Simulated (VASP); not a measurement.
A run of VASP 6.6.1:

File POSCAR:

```
LiCl
1.0
    2.5561986330      2.5561986330      0.0000000000
   -2.5561986330      2.5561986330      0.0000000000
    0.0000000000      2.5561986330      2.5561986330
Li Cl
1 1
Direct
    0.0000000000      0.0000000000      0.0000000000
    0.5000000000      0.5000000000      0.0000000000
```

Contents of INCAR.step1:

```
PREC = Accurate ; ENCUT = 520
ISMEAR = 0 ; SIGMA = 0.01
LREAL = F ; LASPH = T
NELM = 80 ; NBANDS = 12
GGA = PE ; ALGO = Normal
EDIFF = 1E-4 ; LWAVE = T
LCHARG = F
```

File INCAR.step2:

```
PREC = Accurate ; ENCUT = 520
EDIFF = 1E-6 ; ISMEAR = 0
SIGMA = 0.01 ; LREAL = F
LASPH = T ; NELM = 80
ALGO = Normal ; ISIF = 2
LWAVE = F ; LCHARG = F
METAGGA = R2SCAN ; LMIXTAU = T
NBANDS = 12 ; ISTART = 1
```

Contents of KPOINTS:

```
Automatic mesh
0
Gamma
  8 8 8
```

Potentials or basis: VASP PAW PBE potentials, release 64 (Li_sv, Cl).

The run is started by

```console
$ cat potpaw_PBE.64/Li_sv/POTCAR potpaw_PBE.64/Cl/POTCAR > POTCAR
$ cp INCAR.step1 INCAR
$ mpirun -np 1 vasp_std > vasp.out
$ cp INCAR.step2 INCAR
$ mpirun -np 1 vasp_std > vasp.out
```

Hardware: 1 thread of Intel Xeon 8259CL, with other jobs on the host.

**Question.** Estimate the wall time of this run.

**Answer.** Run time: 100 s on 1 thread of Intel Xeon 8259CL, on a shared host, peak memory 0.16 GiB. Counts: k points 29.
